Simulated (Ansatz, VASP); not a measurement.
## Two plane-wave programs on HgF2

```
Hg F
1.0
     9.00000    0.00000    0.00000
     0.00000    9.00000    0.00000
     0.00000    0.00000   12.87000
Hg F
1 2
Cartesian
  4.5000 4.5000 6.4361
  4.5000 4.5000 8.3723
  4.5000 4.5000 4.5000
```

Alike in both runs: task single point; functional PBE; k mesh 1 × 1 × 1; occupations gaussian, width 0.01 eV; non-collinear spin, spin-orbit coupling.

|  | VASP | Ansatz |
| --- | --- | --- |
| version | VASP 6.6.1 | Ansatz 0.2.0 |
| potentials or method | VASP PAW PBE potentials, release 64 (Hg, F), cutoff 520 eV | plane waves, PAW |
| valence electrons in the cell | 26 | 34 |

VASP gave:

```
rms of the force components (eV/Å) : 0.184
net moment per atom (μB)           : 0.00
```

Task: Estimate Ansatz's values.

Result: rms of the force components (eV/Å): 0.049; net moment per atom (μB): 0.00.

Atom by atom the forces differ by 0.233 eV/Å (rms over components). One of these differences is far larger than is usual between the two programs; its cause wasn't traced. With one functional, cell and mesh, what is left measures potentials, basis and numerics. VASP's potentials hold 26 valence electrons a cell and Ansatz's 34, so a difference there can come from the potentials and not from the codes. Ansatz's warnings: xc potential rough in thin density.
